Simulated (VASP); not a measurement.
Input of a VASP 6.6.1 run:

Contents of INCAR:

```
ALGO = Normal ; EDIFF = 1E-6
ENCUT = 520 ; GGA = PS
ISIF = 2 ; ISMEAR = 0
LASPH = True ; LCHARG = False
LREAL = False ; LWAVE = False
NBANDS = 16 ; NELM = 60
PREC = Accurate ; SIGMA = 0.02
```

KPOINTS

```
k-points
0
Gamma
  9 9 6
```

Contents of POSCAR:

```
BN
1.0
    2.5659661661      0.0000000000      0.0000000000
   -1.2829830830      2.2221918851      0.0000000000
    0.0000000000      0.0000000000      4.3035180260
B N
2 2
Direct
    0.3333333333      0.6666666667     -0.0005231144
    0.6666666667      0.3333333333      0.4994768856
    0.3333333333      0.6666666667      0.3745231144
    0.6666666667      0.3333333333      0.8745231144
```

Potentials or basis: VASP PAW PBE potentials, release 64 (B, N).

Command:

```sh
$ cat potpaw_PBE.64/B/POTCAR potpaw_PBE.64/N/POTCAR > POTCAR
$ mpirun -np 1 vasp_std > vasp.out
```

(1) Predict the largest force.

(2) What does it give for the pressure?

(3) Predict the band gap on the k mesh.

Answers

(1) 0.009 eV/Å.

(2) -14.8 GPa.

(3) 5.00 eV (least direct gap 7.85 eV).

Caveat: the cell differs from its parent crystal (strained cell); the cell stands under tension; the PAW data sets were made with another functional, which shifts forces and pressure a little; an odd mesh through Γ misses points on the zone boundary, where band edges can lie.
